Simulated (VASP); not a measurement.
# S (P6/mmm) in VASP: relaxation of cell and atoms with PBE

Aim: the relaxation of cell and atoms of S with PBE.

Program: VASP 6.6.1. These are calculated values, not measurements. Logs are shortened: lines on timing, memory, paths and dates and some standing lists are left out, and cuts for length are marked.

**1. The cell of the first run**

Symmetry: P6/mmm, No. 191, hexagonal system. The conventional cell has a = 4.377 Å, b = 4.377 Å, c = 2.323 Å, α = 90.00°, β = 90.00°, γ = 120.00°. Within 3.1 Å of S (site symmetry 6/mmm) lie 14 S at 2.32 to 2.78 Å. Within 3.1 Å of S (site symmetry -6m2) lie 11 S at 2.32 to 2.78 Å.

This isn't the form of S at room conditions, which is orthorhombic, of S8 rings.

**2. Relaxation of cell and atoms, PBE, target pressure 30 GPa, at which the enthalpy is minimised**

The input, INCAR:

```
SYSTEM = S
PREC = Accurate
ENCUT = 600
EDIFF = 1E-6
ISMEAR = -1
SIGMA = 0.1
LREAL = .False.
LASPH = .True.
NELM = 100
ALGO = Normal
ISIF = 3
LWAVE = .False.
LCHARG = .False.
GGA = PE
IBRION = 2
NSW = 32
EDIFFG = -0.005
PSTRESS = 300.0
```

The input, KPOINTS:

```
regular mesh
0
Gamma
  9 9 12
  0 0 0
```

The input, POSCAR:

```
S
1.0
    4.3765721234      0.0000000000      0.0000000000
   -2.1882860617      3.7902226404      0.0000000000
    0.0000000000      0.0000000000      2.3233389038
S
3
Direct
    0.0000000000      0.0000000000      0.0000000000
    0.3333333333      0.6666666667      0.5000000000
    0.6666666667      0.3333333333      0.5000000000
```

Potentials or basis: VASP PAW PBE potentials, release 64 (S).

Launch:

```console
> cat potpaw_PBE.64/S/POTCAR > POTCAR
> mpirun -np 1 vasp_std > vasp.out
```

OUTCAR:

```text
SYSTEM = S
   PREC = Accurate
   ENCUT = 600
   EDIFF = 1E-6
   ISMEAR = -1
   LREAL = .False.
   LASPH = .True.
   NELM = 100
   ISIF = 3
   GGA = PE
   IBRION = 2
   NSW = 32
   EDIFFG = -0.005
   PSTRESS = 300.0

 ion  position               nearest neighbor table
   1  0.000  0.000  0.000-   2 2.78   3 2.78   2 2.78   3 2.78   3 2.78   3 2.78   2 2.78   2 2.78
                             3 2.78   3 2.78   2 2.78   2 2.78
   2  0.333  0.667  0.500-   3 2.53   3 2.53   3 2.53   1 2.78   1 2.78   1 2.78   1 2.78   1 2.78
                             1 2.78
   3  0.667  0.333  0.500-   2 2.53   2 2.53   2 2.53   1 2.78   1 2.78   1 2.78   1 2.78   1 2.78
                             1 2.78

  LATTYP: Found a hexagonal cell.
 ALAT       =     4.3765721234
 C/A-ratio  =     0.5308581324

  Lattice vectors:

 A1 = (   4.3765721234,   0.0000000000,   0.0000000000)
 A2 = (  -2.1882860617,   3.7902226404,   0.0000000000)
 A3 = (   0.0000000000,   0.0000000000,   2.3233389038)

Analysis of symmetry for initial positions (statically):
=====================================================================
 Subroutine PRICEL returns:
 Original cell was already a primitive cell.

 Routine SETGRP: Setting up the symmetry group for a
 hexagonal supercell.

 Subroutine GETGRP returns: Found 24 space group operations
 (whereof 24 operations were pure point group operations)
 out of a pool of 24 trial point group operations.

The static configuration has the point symmetry D_6h.

Analysis of symmetry for dynamics (positions and initial velocities):
=====================================================================
 Subroutine PRICEL returns:
 Original cell was already a primitive cell.

 Routine SETGRP: Setting up the symmetry group for a
 hexagonal supercell.

 Subroutine GETGRP returns: Found 24 space group operations
 (whereof 24 operations were pure point group operations)
 out of a pool of 24 trial point group operations.

The dynamic configuration has the point symmetry D_6h.

 Subroutine INISYM returns: Found 24 space group operations
 (whereof 24 operations are pure point group operations),
 and found     1 'primitive' translations

----------------------------------------------------------------------------------------

                                     Primitive cell

  volume of cell :      38.5400

  direct lattice vectors                    reciprocal lattice vectors
     4.376572123  0.000000000  0.000000000     0.228489323  0.131918372  0.000000000
    -2.188286062  3.790222640  0.000000000     0.000000000  0.263836744  0.000000000
     0.000000000  0.000000000  2.323338904     0.000000000  0.000000000  0.430415037

  length of vectors
     4.376572123  4.376572123  2.323338904     0.263836744  0.263836744  0.430415037

  position of ions in fractional coordinates (direct lattice)
     0.000000000  0.000000000  0.000000000
     0.333333333  0.666666667  0.500000000
     0.666666667  0.333333333  0.500000000

  ion indices of the primitive-cell ions
   primitive index   ion index
                 1           1
                 2           2
                 3           3

----------------------------------------------------------------------------------------

 KPOINTS: regular mesh

Automatic generation of k-mesh.
 Grid dimensions read from file:
 generate k-points for:    9    9   12

 Generating k-lattice:

  Cartesian coordinates                     Fractional coordinates (reciprocal lattice)
     0.025387703  0.014657597  0.000000000     0.111111111  0.000000000  0.000000000
     0.000000000  0.029315194  0.000000000     0.000000000  0.111111111  0.000000000
     0.000000000  0.000000000  0.035867920     0.000000000  0.000000000  0.083333333

  Length of vectors
     0.029315194  0.029315194  0.035867920

  Shift w.r.t. Gamma in fractional coordinates (k-lattice)
     0.000000000  0.000000000  0.000000000

 Subroutine IBZKPT returns following result:
 ===========================================

 Found     84 irreducible k-points:

 Following reciprocal coordinates:
            Coordinates               Weight
  0.000000  0.000000  0.000000      1.000000
  0.111111  0.000000  0.000000      6.000000
  0.222222  0.000000  0.000000      6.000000
  0.333333  0.000000  0.000000      6.000000
  0.444444  0.000000  0.000000      6.000000
  0.111111  0.111111  0.000000      6.000000
[... 16 lines left out ...]
  0.333333  0.222222  0.083333     24.000000
  0.333333  0.333333  0.083333      4.000000
 [... further k-points ...]
   k-points           NKPTS =     84   k-points in BZ     NKDIM =     84   number of bands    NBANDS=     13
   number of dos      NEDOS =    301   number of ions     NIONS =      3
   total plane-waves  NPLWV =  25920
   dimension x,y,z NGX =    36 NGY =   36 NGZ =   20
   dimension x,y,z NGXF=    72 NGYF=   72 NGZF=   40
   ions per type =               3
   NGX,Y,Z   is equivalent  to a cutoff of  13.67, 13.67, 14.31 a.u.
   NGXF,Y,Z  is equivalent  to a cutoff of  27.35, 27.35, 28.62 a.u.
 SYSTEM =  S
   PREC   = accura    normal or accurate (medium, high low for compatibility)
   ISTART =      0    job   : 0-new  1-cont  2-samecut
   ICHARG =      2    charge: 1-file 2-atom 10-const
   ISPIN  =      1    spin polarized calculation?
   LNONCOLLINEAR =      F non collinear calculations
   LSORBIT =      F    spin-orbit coupling
   LASPH  =      T    aspherical Exc in radial PAW
   ENCUT  =  600.0 eV  44.10 Ry    6.64 a.u.   8.74  8.74  4.64*2*pi/ulx,y,z
   NELM   =    100;   NELMIN=  2; NELMDL= -5     # of ELM steps
   EDIFF  = 0.1E-05   stopping-criterion for ELM
   LREAL  =      F    real-space projection
   EDIFFG = -.5E-02   stopping-criterion for IOM
   NSW    =     32    number of steps for IOM
   IBRION =      2    ionic relax: 0-MD 1-quasi-New 2-CG
   NFREE  =      1    steps in history (QN), initial steepest desc. (CG)
   ISIF   =      3    stress and relaxation
   ISYM   =      2    0-nonsym 1-usesym 2-fastsym
   POTIM  = 0.5000    time-step for ionic-motion
   TEBEG  =    0.0;   TEEND  =   0.0 temperature during run
   PSTRESS=  300.0 pullay stress
   NELECT =      18.0000    total number of electrons
   NUPDOWN=      -1.0000    fix difference up-down
   EMIN   =  10.00;   EMAX   =-10.00  energy-range for DOS
   EFERMI =   0.00;   METHOD = LEGACY
   ISMEAR =    -1;   SIGMA  =   0.10  broadening in eV -4-tet -1-fermi 0-gaus
   EFERMI_NEDOS =   21; number of points for ismear=-14 and -15
   IALGO  =     38    algorithm
   IMIX   =      4    mixing-type and parameters
     AMIX     =   0.40;   BMIX     =  1.00
     AMIX_MAG =   1.60;   BMIX_MAG =  1.00
  volume/ion in A,a.u.               =      12.85        86.69
  Fermi-wavevector in a.u.,A,eV,Ry     =   1.270170  2.400273 21.950714  1.613332
  Thomas-Fermi vector in A             =   2.403172
   LORBIT       =      0    0 simple, 1 ext, 2 COOP (PROOUT), +10 PAW based schemes
   GGA     = PE    functional components
   LHFCALC =     F    Hartree Fock is set to
   AEXX    =    0.0000 exact exchange contribution
   IVDW    =     0    specifies the selected vdW correction
   LEPSILON=     F    determine dielectric tensor
   LRPA    =     F    only Hartree local field effects (RPA)
 conjugate gradient relaxation of ions
 non-spin polarized calculation
  energy-cutoff  :      600.00
  volume of cell :       38.54
 maximum number of plane-waves:      1317
 NGX is ok and might be reduce to    36
   NGX = 17   NGY = 17   NGZ =  9

--------------------------------------- Ionic step        1  -------------------------------------------

 number of electron      18.0000001 magnetization

 Free energy of the ion-electron system (eV)
  ---------------------------------------------------
  ext. energy  EPLUGINS =         0.00000000
  ---------------------------------------------------
  free energy    TOTEN  =        -8.38776727 eV

  energy without entropy =       -8.33134262  energy(sigma->0) =       -8.35955495

------------------------ aborting loop because EDIFF is reached ----------------------------------------

  FORCE on cell =-STRESS in cart. coord.  units (eV):
  Direction    XX          YY          ZZ          XY          YZ          ZX
  --------------------------------------------------------------------------------------
  -------------------------------------------------------------------------------------
  Total        7.1668029      7.1668029      7.0808322      0.0000000     -0.0000000      0.0000000
  in kB      297.9371567    297.9371567    294.3631962      0.0000000     -0.0000000      0.0000000
  external PRESSURE =      -3.2541635 kB  Pullay stress =     300.0000000 kB
[... 102 lines left out ...]
  enthalpy is  TOTEN    =        -1.1714416606 eV   P V=        7.2029279953

--------------------------------------- Ionic step        4  -------------------------------------------

 number of electron      18.0000001 magnetization

 Free energy of the ion-electron system (eV)
  ---------------------------------------------------
  ext. energy  EPLUGINS =         0.00000000
  ---------------------------------------------------
  free energy    TOTEN  =        -8.37597704 eV

  energy without entropy =       -8.31948436  energy(sigma->0) =       -8.34773070

 E-fermi :  10.8921     XC(G=0): -12.1606

 val. band max:       10.8911405510   @ k =   0.0000   0.0000   0.2500
 cond. band min:      10.9161501158   @ k =   0.3333   0.1111   0.5000
 fundamental gap:      0.0250095648
 Fermi energy:        10.8921392696

 k-point     1 :       0.0000    0.0000    0.0000
  band No.  band energies     occupation
      1      -8.4165      2.00000
      2      -2.5413      2.00000
      3      -2.3531      2.00000
      4       3.3830      2.00000
      5       3.3830      2.00000
      6       3.7978      2.00000
      7       3.7978      2.00000
      8      14.0402      0.00000
      9      14.0402      0.00000
     10      14.3824      0.00000
     11      17.5003      0.00000
     12      17.8190      0.00000
     13      19.0033      0.00000
[... 353 lines left out ...]
 k-point    24 :       0.3333    0.3333    0.0833
  band No.  band energies     occupation
      1      -5.4960      2.00000
      2      -5.4960      2.00000
      3      -5.1079      2.00000
      4       4.6019      2.00000
      5       4.9906      2.00000
      6       4.9906      2.00000
      7      11.3572      0.01893
      8      11.3572      0.01893
      9      11.6600      0.00093
     10      14.5650      0.00000
     11      14.5650      0.00000
     12      14.8391      0.00000
     13      18.0176      0.00000

 [... further k-points ...]
[... 5 lines left out ...]
  --------------------------------------------------------------------------------------
  -------------------------------------------------------------------------------------
  Total        7.2102028      7.2102028      7.1968670     -0.0000000     -0.0000000      0.0000000
  in kB      300.2363870    300.2363870    299.6810781     -0.0000000     -0.0000000      0.0000000
  external PRESSURE =       0.0512841 kB  Pullay stress =     300.0000000 kB
[... 18 lines left out ...]
  FREE ENERGIE OF THE ION-ELECTRON SYSTEM (eV)
  ---------------------------------------------------
  free  energy   TOTEN  =        -8.3759770403 eV

  energy  without entropy=       -8.3194843552  energy(sigma->0) =       -8.34773070

  enthalpy is  TOTEN    =        -1.1714511370 eV   P V=        7.2045259033

 reached required accuracy - stopping structural energy minimisation
```

Wall time 51 s (1 thread of AMD EPYC 9R45 (Zen 5), shared host); peak memory 0.15 GiB.

What came out:

| Property | Result |
| --- | --- |
| Free energy | -8.3760 eV |
| Relaxed volume | 12.83 Å³/atom |
| Relaxed cell | a = 4.376 Å, b = 4.376 Å, c = 2.320 Å, α = 90.00°, β = 90.00°, γ = 120.00° |
| Space group after relaxing (to 0.1 Å) | P6/mmm (No. 191) |
| Energy change on relaxing (the run minimises the enthalpy) | +3.9 meV/atom |
| Ionic steps | 4 |
| Pressure after relaxing | 30.0 GPa |
| Band gap on the k mesh | zero (bands 9 and 10 overlap by 6.19 eV) |

Step by step:
| step | energy change (eV) | largest force (eV/Å) | pressure (GPa) | volume (Å³) |
| --- | --- | --- | --- | --- |
| 1 | 0.0000 | 0.0000 | 29.67 | 38.54 |
| 2 | 0.0272 | 0.0000 | 30.41 | 38.39 |
| 3 | 0.0134 | 0.0000 | 30.04 | 38.47 |
| 4 | 0.0118 | 0.0000 | 30.01 | 38.48 |

Final structure:
```yaml
crystal:
  lattice:
    - [4.37602, 0.00000, 0.00000]
    - [-2.18801, 3.78974, 0.00000]
    - [0.00000, 0.00000, 2.32010]
  atoms:
    - { symbol: S, position: [0.00000, 0.00000, 0.00000] }
    - { symbol: S, position: [0.33333, 0.66667, 0.50000] }
    - { symbol: S, position: [0.66667, 0.33333, 0.50000] }
```

Levels at points of the mesh, in eV from the Fermi level:
```csv
k point,band 5,band 6,band 7,band 8,band 9,band 10,band 11,band 12,band 13
"(0.00, 0.00, 0.00)",-7.51,-7.09,-7.09,3.15,3.15,3.49,6.61,6.93,8.11
"(0.00, 0.00, 0.50)",-6.27,-6.07,-3.89,-3.89,-1.71,-1.71,-0.80,-0.80,3.14
```

Caveat: the cell is relaxed towards a set pressure, so the run minimises the enthalpy, not the energy.
